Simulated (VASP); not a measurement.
Write the native input for VASP 6.6.1 that does the following.

```yaml
Task: relaxation of cell and atoms
Functional: PBE
Potentials_or_basis: VASP PAW PBE potentials, release 64 (Mg, Sb)
Cutoff: 600 eV
k_mesh: 7 × 7 × 4
Occupations: gaussian, width 0.0172 eV
Spin: no spin polarisation
Dipole_correction: no
Further_INCAR_settings: ALGO = Normal; EDIFF = 1e-07; IBRION = 2; EDIFFG = -0.01; NSW = 100; ISIF = 3
```

The structure of Mg3Sb2 lies in POSCAR:

```
Mg3Sb2
1.0
    4.6168190000      0.0000000000      0.0000000000
   -2.3084100000      3.9982850000      0.0000000000
    0.0000000000      0.0000000000      7.2990480000
Mg Sb
3 2
Direct
    0.3333000000      0.6667000000      0.6300000000
    0.6667000000      0.3333000000      0.3700000000
    0.0000000000      0.0000000000      0.0000000000
    0.3333000000      0.6667000000      0.2350000000
    0.6667000000      0.3333000000      0.7650000000
```

The input as run:

INCAR

```
SYSTEM = Mg3Sb2
PREC = Accurate
ENCUT = 600
EDIFF = 1E-7
ISMEAR = 0
SIGMA = 0.0172
LREAL = .FALSE.
LASPH = .TRUE.
NELM = 120
ALGO = Normal
ISIF = 3
LWAVE = .FALSE.
LCHARG = .FALSE.
GGA = PE
IBRION = 2
NSW = 100
EDIFFG = -0.01
GGA_COMPAT = .FALSE.
NELMIN = 4
```

KPOINTS

```
regular mesh
0
G
  7 7 4
  0 0 0
```

Potentials or basis: VASP PAW PBE potentials, release 64 (Mg, Sb).

Run with:

```console
$ cat potpaw_PBE.64/Mg/POTCAR potpaw_PBE.64/Sb/POTCAR > POTCAR
$ mpirun -np 1 vasp_std > vasp.out
```

Results of the run:

```
Relaxed volume                        : 26.61 Å³/atom
Relaxed cell                          : a = 4.598 Å, b = 4.598 Å, c = 7.268 Å, α = 90.00°, β = 90.00°, γ = 120.00°
Space group after relaxing (to 0.1 Å) : P-3m1 (No. 164)
Energy gained by relaxing             : 6.3 meV/atom
Ionic steps                           : 7
Pressure after relaxing               : 0.0 GPa
Largest force after relaxing          : 0.004 eV/Å
Band gap on the k mesh                : 0.19 eV (least direct gap 1.00 eV)
```

Caveat: semilocal functionals underestimate gaps, and a narrow one can read as zero; spin-orbit coupling is left out, which moves the levels of the heavy elements.

It took 15 min on 1 thread of Intel Xeon 8259CL, on a shared host, peak memory 0.41 GiB.
